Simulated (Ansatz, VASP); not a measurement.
# One calculation of HgPt3, two programs

```
CELL_PARAMETERS angstrom
3.97269 0.00000 0.00000
0.00000 3.97269 0.00000
0.00000 0.00000 3.97269
ATOMIC_POSITIONS crystal
Hg 0.00000 0.00000 0.00000
Pt 0.00000 0.50000 0.50000
Pt 0.50000 0.50000 0.00000
Pt 0.50000 0.00000 0.50000
```

Alike in both runs: task single point; functional LDA; k mesh 12 × 12 × 12; occupations gaussian, width 0.15 eV; no spin polarisation.

|  | VASP | Ansatz |
| --- | --- | --- |
| version | VASP 6.6.1 | Ansatz 0.2.0 |
| potentials or method | VASP PAW LDA potentials, release 64 (Hg, Pt), cutoff 520 eV | scalar-relativistic, plane waves, PAW |
| valence electrons in the cell | 42 | 74 |

Ansatz gave:

```
gap on the k mesh at the Fermi level (eV) : none
pressure (GPa)                            : 0.1
```

Q: What did VASP give for the same quantities?

A: gap on the k mesh at the Fermi level (eV): none; pressure (GPa): 1.9.

LDA's correlation is that of Perdew and Zunger in VASP and of Perdew and Wang (1992) in Ansatz. A gap of «none» marks a metal or a gap that the smearing closes. VASP's potentials hold 42 valence electrons a cell and Ansatz's 74, so a difference there can come from the potentials and not from the codes.

Spin-orbit coupling is off throughout.
